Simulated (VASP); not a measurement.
Here is a VASP 6.6.1 calculation.

POSCAR

```
MgS
1.0
    4.0487687626      0.0000000000      0.0000000000
   -2.0243843813      3.5063366025      0.0000000000
    0.0000000000      0.0000000000      6.4866647501
Mg S
2 2
Direct
    0.3333333333      0.6666666667     -0.0028727190
    0.6666666667      0.3333333333      0.4971272810
    0.3333333333      0.6666666667      0.3778727190
    0.6666666667      0.3333333333      0.8778727190
```

File INCAR.step1:

```
SYSTEM = MgS
PREC     = Accurate       ! precision mode
ENCUT    = 520            ! plane-wave cutoff, eV
EDIFF    = 1E-5           ! SCF threshold, eV
ISMEAR   = 0              ! smearing method
SIGMA    = 0.01           ! smearing width, eV
LREAL    = .FALSE.        ! projectors in reciprocal space
LASPH    = .TRUE.         ! aspherical terms in the spheres
NELM     = 60             ! most SCF steps
ALGO     = Normal         ! electronic algorithm
ISIF     = 2              ! what is computed and relaxed
LWAVE    = .TRUE.         ! write WAVECAR
LCHARG   = .FALSE.        ! write CHGCAR
NBANDS   = 16             ! bands
GGA      = PE             ! functional
```

Contents of INCAR.step2:

```
SYSTEM = MgS
PREC     = Accurate       ! precision mode
ENCUT    = 520            ! plane-wave cutoff, eV
EDIFF    = 1E-6           ! SCF threshold, eV
ISMEAR   = 0              ! smearing method
SIGMA    = 0.01           ! smearing width, eV
LREAL    = .FALSE.        ! projectors in reciprocal space
LASPH    = .TRUE.         ! aspherical terms in the spheres
NELM     = 60             ! most SCF steps
ALGO     = Normal         ! electronic algorithm
ISIF     = 2              ! what is computed and relaxed
LWAVE    = .FALSE.        ! write WAVECAR
LCHARG   = .FALSE.        ! write CHGCAR
GGA      = PE             ! functional
LHFCALC  = .TRUE.         ! exact exchange
HFSCREEN = 0.2079         ! screening, 1/A
PRECFOCK = Normal       
NBANDS   = 16             ! bands
ISTART   = 1
```

File KPOINTS:

```
Automatic mesh
0
G
  6 6 4
  0 0 0
```

Potentials or basis: VASP PAW PBE potentials, release 64 (Mg, S).

Run with:

```console
$ cat potpaw_PBE.64/Mg/POTCAR potpaw_PBE.64/S/POTCAR > POTCAR
$ cp INCAR.step1 INCAR
$ mpirun -np 1 vasp_std > vasp.out
$ cp INCAR.step2 INCAR
$ mpirun -np 1 vasp_std > vasp.out
```

(1) What does it give for the pressure?

(2) What does it give for the band gap on the k mesh?

Results:

(1) -1.0 GPa.

(2) 4.44 eV, direct.

Caveat: the cell differs from its parent crystal (strain +0.5%); the PAW data sets were made with another functional, which shifts forces and pressure a little.
